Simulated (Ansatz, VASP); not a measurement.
# One calculation of Re, two programs

```
Re
1.0
     2.77687    0.00000    0.00000
    -1.38844    2.40484    0.00000
     0.00000    0.00000    4.47881
Re
2
Direct
  0.33333 0.66667 0.25000
  0.66667 0.33333 0.75000
```

Alike in both runs: task single point; functional PBE; k mesh 13 × 13 × 7; occupations methfessel-paxton of order 1, width 0.01 eV; no spin polarisation.

|  | VASP | Ansatz |
| --- | --- | --- |
| version | VASP 6.6.1 | Ansatz 0.2.0 |
| potentials or method | VASP PAW PBE potentials, release 64 (Re), cutoff 520 eV | plane waves (420 eV) with PAW, scalar-relativistic |
| valence electrons in the cell | 14 | 30 |

|  | VASP | Ansatz | Ansatz less VASP |
| --- | --- | --- | --- |
| pressure (GPa) | -0.7 | -0.2 | +0.57 |
| traceless stress, the component that is largest in VASP (GPa) | 0.06 | 0.30 | +0.243 |

The functional is the same, so the differences come from potentials, cutoffs and numerics. VASP's potentials hold 14 valence electrons a cell and Ansatz's 30, so a difference there can come from the potentials and not from the codes.

Neither program's run includes spin-orbit coupling.
